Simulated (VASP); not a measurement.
# C in VASP: further runs

C is run at these levels: PBE; tasks: relaxation of cell and atoms, single point.

Program: VASP 6.6.1. These are calculated values, not measurements. Logs are shortened: lines on timing, memory, paths and dates and some standing lists are left out, and cuts for length are marked.

## (1) The cell of the first run

The structure is orthorhombic, space group Fmmm (No. 69). The conventional cell has a = 2.466 Å, b = 4.276 Å, c = 7.538 Å, α = 90.00°, β = 90.00°, γ = 90.00°. Within 1.9 Å of C (site symmetry m2m) lie 3 C at 1.42 to 1.43 Å.

## (2) Relaxation of cell and atoms, PBE

File INCAR:

```
SYSTEM = C
PREC = Accurate
ENCUT = 600
EDIFF = 1E-6
ISMEAR = 0
SIGMA = 0.01
LREAL = .False.
LASPH = .True.
NELM = 60
ALGO = Normal
ISIF = 3
LWAVE = .False.
LCHARG = .False.
GGA = PE
IBRION = 2
NSW = 100
EDIFFG = -0.01
```

File KPOINTS:

```
regular mesh
0
Gamma
  18 18 18
  0 0 0
```

File POSCAR:

```
C
1.0
    0.0000000000      2.1379367350      3.7690049290
    1.2331285572      0.0000000000      3.7690049290
    1.2331285572      2.1379367350      0.0000000000
C
2
Direct
    0.1668529689      0.8331470311      0.1668529689
    0.8331470311      0.1668529689      0.8331470311
```

Potentials or basis: VASP PAW PBE potentials, release 64 (C).

The run is started by

```
> cat potpaw_PBE.64/C/POTCAR > POTCAR
> mpirun -np 1 vasp_std > vasp.out
```

OUTCAR:

```text
SYSTEM = C
   PREC = Accurate
   ENCUT = 600
   EDIFF = 1E-6
   ISMEAR = 0
   LREAL = .False.
   LASPH = .True.
   NELM = 60
   ISIF = 3
   GGA = PE
   IBRION = 2
   NSW = 100
   EDIFFG = -0.01

 ion  position               nearest neighbor table
   1  0.167  0.833  0.167-   2 1.42   2 1.42   2 1.43
   2  0.833  0.167  0.833-   1 1.42   1 1.42   1 1.43

  LATTYP: Found a face centered orthorhombic cell.
 ALAT       =     2.4662571144
 B/A-ratio  =     1.7337500802
 C/A-ratio  =     3.0564574204

  Lattice vectors:

 A1 = (   0.0000000000,   2.1379367350,   3.7690049290)
 A2 = (   1.2331285572,   0.0000000000,   3.7690049290)
 A3 = (   1.2331285572,   2.1379367350,   0.0000000000)

Analysis of symmetry for initial positions (statically):
=====================================================================
 Subroutine PRICEL returns:
 Original cell was already a primitive cell.

 Routine SETGRP: Setting up the symmetry group for a
 face centered orthorhombic supercell.

 Subroutine GETGRP returns: Found  8 space group operations
 (whereof  8 operations were pure point group operations)
 out of a pool of  8 trial point group operations.

The static configuration has the point symmetry D_2h.

Analysis of symmetry for dynamics (positions and initial velocities):
=====================================================================
 Subroutine PRICEL returns:
 Original cell was already a primitive cell.

 Routine SETGRP: Setting up the symmetry group for a
 face centered orthorhombic supercell.

 Subroutine GETGRP returns: Found  8 space group operations
 (whereof  8 operations were pure point group operations)
 out of a pool of  8 trial point group operations.

The dynamic configuration has the point symmetry D_2h.

 Subroutine INISYM returns: Found  8 space group operations
 (whereof  8 operations are pure point group operations),
 and found     1 'primitive' translations

----------------------------------------------------------------------------------------

                                     Primitive cell

  volume of cell :      19.8728

  direct lattice vectors                    reciprocal lattice vectors
     0.000000000  2.137936735  3.769004929    -0.405472728  0.233870344  0.132661010
     1.233128557  0.000000000  3.769004929     0.405472728 -0.233870344  0.132661010
     1.233128557  2.137936735  0.000000000     0.405472728  0.233870344 -0.132661010

  length of vectors
     4.333148006  3.965602627  2.468072025     0.486520724  0.486520724  0.486520724

  position of ions in fractional coordinates (direct lattice)
     0.166852969  0.833147031  0.166852969
     0.833147031  0.166852969  0.833147031

  ion indices of the primitive-cell ions
   primitive index   ion index
                 1           1
                 2           2

----------------------------------------------------------------------------------------

 KPOINTS: regular mesh

Automatic generation of k-mesh.
 Grid dimensions read from file:
 generate k-points for:   18   18   18

 Generating k-lattice:

  Cartesian coordinates                     Fractional coordinates (reciprocal lattice)
    -0.022526263  0.012992797  0.007370056     0.055555556  0.000000000  0.000000000
     0.022526263 -0.012992797  0.007370056    -0.000000000  0.055555556 -0.000000000
     0.022526263  0.012992797 -0.007370056     0.000000000  0.000000000  0.055555556

  Length of vectors
     0.027028929  0.027028929  0.027028929

  Shift w.r.t. Gamma in fractional coordinates (k-lattice)
     0.000000000  0.000000000  0.000000000

 Subroutine IBZKPT returns following result:
 ===========================================

 Found    865 irreducible k-points:

 Following reciprocal coordinates:
            Coordinates               Weight
  0.000000  0.000000  0.000000      1.000000
  0.055556  0.000000  0.000000      8.000000
  0.111111  0.000000  0.000000      8.000000
  0.166667  0.000000  0.000000      8.000000
  0.222222  0.000000  0.000000      8.000000
  0.277778  0.000000  0.000000      8.000000
[... 16 lines left out ...]
 -0.277778  0.055556  0.000000      8.000000
 -0.222222  0.055556 -0.000000      8.000000
 [... further k-points ...]
   k-points           NKPTS =    865   k-points in BZ     NKDIM =    865   number of bands    NBANDS=      8
   number of dos      NEDOS =    301   number of ions     NIONS =      2
   total plane-waves  NPLWV =  23040
   dimension x,y,z NGX =    36 NGY =   32 NGZ =   20
   dimension x,y,z NGXF=    72 NGYF=   64 NGZF=   40
   ions per type =               2
   NGX,Y,Z   is equivalent  to a cutoff of  13.81, 13.42, 13.47 a.u.
   NGXF,Y,Z  is equivalent  to a cutoff of  27.62, 26.83, 26.94 a.u.
 SYSTEM =  C
   PREC   = accura    normal or accurate (medium, high low for compatibility)
   ISTART =      0    job   : 0-new  1-cont  2-samecut
   ICHARG =      2    charge: 1-file 2-atom 10-const
   ISPIN  =      1    spin polarized calculation?
   LNONCOLLINEAR =      F non collinear calculations
   LSORBIT =      F    spin-orbit coupling
   LASPH  =      T    aspherical Exc in radial PAW
   ENCUT  =  600.0 eV  44.10 Ry    6.64 a.u.   8.65  7.92  4.93*2*pi/ulx,y,z
   NELM   =     60;   NELMIN=  2; NELMDL= -5     # of ELM steps
   EDIFF  = 0.1E-05   stopping-criterion for ELM
   LREAL  =      F    real-space projection
   EDIFFG = -.1E-01   stopping-criterion for IOM
   NSW    =    100    number of steps for IOM
   IBRION =      2    ionic relax: 0-MD 1-quasi-New 2-CG
   NFREE  =      1    steps in history (QN), initial steepest desc. (CG)
   ISIF   =      3    stress and relaxation
   ISYM   =      2    0-nonsym 1-usesym 2-fastsym
   POTIM  = 0.5000    time-step for ionic-motion
   TEBEG  =    0.0;   TEEND  =   0.0 temperature during run
   PSTRESS=    0.0 pullay stress
   NELECT =       8.0000    total number of electrons
   NUPDOWN=      -1.0000    fix difference up-down
   EMIN   =  10.00;   EMAX   =-10.00  energy-range for DOS
   EFERMI =   0.00;   METHOD = LEGACY
   ISMEAR =     0;   SIGMA  =   0.01  broadening in eV -4-tet -1-fermi 0-gaus
   EFERMI_NEDOS =   21; number of points for ismear=-14 and -15
   IALGO  =     38    algorithm
   IMIX   =      4    mixing-type and parameters
     AMIX     =   0.40;   BMIX     =  1.00
     AMIX_MAG =   1.60;   BMIX_MAG =  1.00
  volume/ion in A,a.u.               =       9.94        67.05
  Fermi-wavevector in a.u.,A,eV,Ry     =   1.208792  2.284285 19.880530  1.461178
  Thomas-Fermi vector in A             =   2.344389
   LORBIT       =      0    0 simple, 1 ext, 2 COOP (PROOUT), +10 PAW based schemes
   GGA     = PE    functional components
   LHFCALC =     F    Hartree Fock is set to
   AEXX    =    0.0000 exact exchange contribution
   IVDW    =     0    specifies the selected vdW correction
   LEPSILON=     F    determine dielectric tensor
   LRPA    =     F    only Hartree local field effects (RPA)
 conjugate gradient relaxation of ions
 non-spin polarized calculation
 Gauss-broadening in eV      SIGMA  =   0.01
  energy-cutoff  :      600.00
  volume of cell :       19.87
 maximum number of plane-waves:       684
   NGX = 17   NGY = 15   NGZ =  9

--------------------------------------- Ionic step        1  -------------------------------------------

 number of electron       8.0000000 magnetization

 Free energy of the ion-electron system (eV)
  ---------------------------------------------------
  ext. energy  EPLUGINS =         0.00000000
  ---------------------------------------------------
  free energy    TOTEN  =       -18.45128219 eV

  energy without entropy =      -18.45128191  energy(sigma->0) =      -18.45128205

------------------------ aborting loop because EDIFF is reached ----------------------------------------

  FORCE on cell =-STRESS in cart. coord.  units (eV):
  Direction    XX          YY          ZZ          XY          YZ          ZX
  --------------------------------------------------------------------------------------
  -------------------------------------------------------------------------------------
  Total        0.0338753     -0.1219786      0.0710043     -0.0000000      0.0000000      0.0000000
  in kB        2.7310777     -9.8340895      5.7244722     -0.0000000      0.0000000      0.0000000
  external PRESSURE =      -0.4595132 kB  Pullay stress =       0.0000000 kB
[... 89 lines left out ...]
  FREE ENERGIE OF THE ION-ELECTRON SYSTEM (eV)
  ---------------------------------------------------
  free  energy   TOTEN  =       -18.4514304956 eV

  energy  without entropy=      -18.4514302541  energy(sigma->0) =      -18.45143037

 E-fermi :   3.6634     XC(G=0):  -9.4894

 val. band max:        3.6451405086   @ k =  -0.2778   0.0556   0.3333
 cond. band min:       3.6816150061   @ k =  -0.2222   0.1111   0.3333
 fundamental gap:      0.0364744975
 Fermi energy:         3.6633777638

 k-point     1 :       0.0000    0.0000    0.0000
  band No.  band energies     occupation
      1     -15.8976      2.00000
      2      -3.4123      2.00000
      3       0.6251      2.00000
      4       0.6418      2.00000
      5       7.1792      0.00000
      6      11.9763      0.00000
      7      11.9948      0.00000
      8      15.0668      0.00000
[... 243 lines left out ...]
 k-point    24 :      -0.2222    0.0556   -0.0000
  band No.  band energies     occupation
      1     -14.0812      2.00000
      2      -4.4809      2.00000
      3      -1.6374      2.00000
      4      -1.4219      2.00000
      5       9.6547      0.00000
      6      10.0383      0.00000
      7      11.6400      0.00000
      8      17.9886      0.00000

 [... further k-points ...]

[... ionic steps 4 to 19 ...]

--------------------------------------- Ionic step       20  -------------------------------------------

 number of electron       8.0000000 magnetization

------------------------ aborting loop because EDIFF is reached ----------------------------------------

  FORCE on cell =-STRESS in cart. coord.  units (eV):
  Direction    XX          YY          ZZ          XY          YZ          ZX
  --------------------------------------------------------------------------------------
  -------------------------------------------------------------------------------------
  Total       -0.0004812     -0.0131278      0.0315998     -0.0000000      0.0000000      0.0000000
  in kB       -0.0370124     -1.0097957      2.4306710     -0.0000000      0.0000000      0.0000000
  external PRESSURE =       0.4612876 kB  Pullay stress =       0.0000000 kB
[... 57 lines left out ...]
  energy  without entropy=      -18.4532770982  energy(sigma->0) =      -18.45327772

--------------------------------------- Ionic step       22  -------------------------------------------

 number of electron       8.0000000 magnetization

 Free energy of the ion-electron system (eV)
  ---------------------------------------------------
  ext. energy  EPLUGINS =         0.00000000
  ---------------------------------------------------
  free energy    TOTEN  =       -18.45327841 eV

  energy without entropy =      -18.45327715  energy(sigma->0) =      -18.45327778

 E-fermi :   3.3400     XC(G=0):  -9.2072

 val. band max:        3.3265441295   @ k =  -0.2778   0.0556   0.3333
 cond. band min:       3.3535272216   @ k =  -0.2222   0.1111   0.3333
 fundamental gap:      0.0269830920
 Fermi energy:         3.3400356727

 k-point     1 :       0.0000    0.0000    0.0000
  band No.  band energies     occupation
      1     -16.2037      2.00000
      2      -3.8575      2.00000
      3       0.3000      2.00000
      4       0.3008      2.00000
      5       6.6772      0.00000
      6      11.6365      0.00000
      7      11.6560      0.00000
      8      14.7336      0.00000
[... 243 lines left out ...]
 k-point    24 :      -0.2222    0.0556   -0.0000
  band No.  band energies     occupation
      1     -14.3912      2.00000
      2      -4.8110      2.00000
      3      -1.9744      2.00000
      4      -1.8390      2.00000
      5       9.1718      0.00000
      6       9.7260      0.00000
      7      11.2817      0.00000
      8      17.6484      0.00000

 [... further k-points ...]

------------------------ aborting loop because EDIFF is reached ----------------------------------------

  FORCE on cell =-STRESS in cart. coord.  units (eV):
  Direction    XX          YY          ZZ          XY          YZ          ZX
  --------------------------------------------------------------------------------------
  -------------------------------------------------------------------------------------
  Total       -0.0050448     -0.0133310      0.0184463      0.0000000      0.0000000      0.0000000
  in kB       -0.3880294     -1.0253785      1.4188286      0.0000000      0.0000000      0.0000000
  external PRESSURE =       0.0018069 kB  Pullay stress =       0.0000000 kB
[... 17 lines left out ...]
  FREE ENERGIE OF THE ION-ELECTRON SYSTEM (eV)
  ---------------------------------------------------
  free  energy   TOTEN  =       -18.4532784082 eV

  energy  without entropy=      -18.4532771545  energy(sigma->0) =      -18.45327778

 reached required accuracy - stopping structural energy minimisation
```

It took 8.8 min on 1 thread of Intel Xeon 6975P-C (Granite Rapids), shared host; peak memory 0.26 GiB.

What came out:

```yaml
Free_energy: -18.4533 eV
Relaxed_volume: 10.42 Å³/atom
Relaxed_cell: a = 4.492 Å, b = 4.140 Å, c = 2.467 Å, α = 81.43°, β = 65.68°, γ = 32.89°
Space_group_after_relaxing_to_0.1_Å: Fmmm (No. 69)
Energy_gained_by_relaxing: 1.0 meV/atom
Ionic_steps: 22
Pressure_after_relaxing: 0.0 GPa
Largest_force_after_relaxing: 0.006 eV/Å
```

Forces on the atoms (eV/Å):
```
C    0.000 -0.006  0.000
C    0.000  0.006  0.000
```

Stress tensor (GPa, compression positive):
```
-0.04  0.00  0.00
 0.00 -0.10  0.00
 0.00  0.00  0.14
```

Step by step:
```
step  energy change (eV)  largest force (eV/Å)  pressure (GPa)  volume (Å³)
   1              0.0000                0.0965           -0.05        19.87
   2              0.0019                0.4500            0.75        19.86
   3             -0.0001                0.0214            0.10        19.87
   4             -0.0002                0.0101            0.34        19.88
   5             -0.0002                0.0178            0.43        19.89
   6             -0.0003                0.0173            0.38        19.91
   7             -0.0004                0.0155            0.21        19.96
   8             -0.0006                0.0121           -0.03        20.07
   9             -0.0009                0.0057           -0.55        20.28
  10             -0.0009                0.0063           -0.54        20.29
  11             -0.0011                0.0082           -0.50        20.34
  12             -0.0014                0.0120           -0.33        20.42
  13             -0.0017                0.0190            0.03        20.59
  14             -0.0019                0.0326            0.65        20.93
  15             -0.0019                0.0277            0.41        20.79
  16             -0.0019                0.0292            0.42        20.82
  17             -0.0019                0.0281            0.46        20.80
  18             -0.0020                0.0228            0.09        20.82
  19             -0.0020                0.0256            0.07        20.82
  20             -0.0020                0.0016            0.05        20.83
  21             -0.0020                0.0082            0.01        20.83
  22             -0.0020                0.0060            0.00        20.83
```

Final structure:
```
C
1.0
     0.00000    2.13650    3.95179
     1.23357    0.00000    3.95179
     1.23357    2.13650    0.00000
C
2
Direct
  0.16668 0.83332 0.16668
  0.83332 0.16668 0.83332
```

Caveat: this functional lacks dispersion, which binds the layers, so the pressure and a relaxed spacing across them are unreliable.

[end of part 1 of 2]
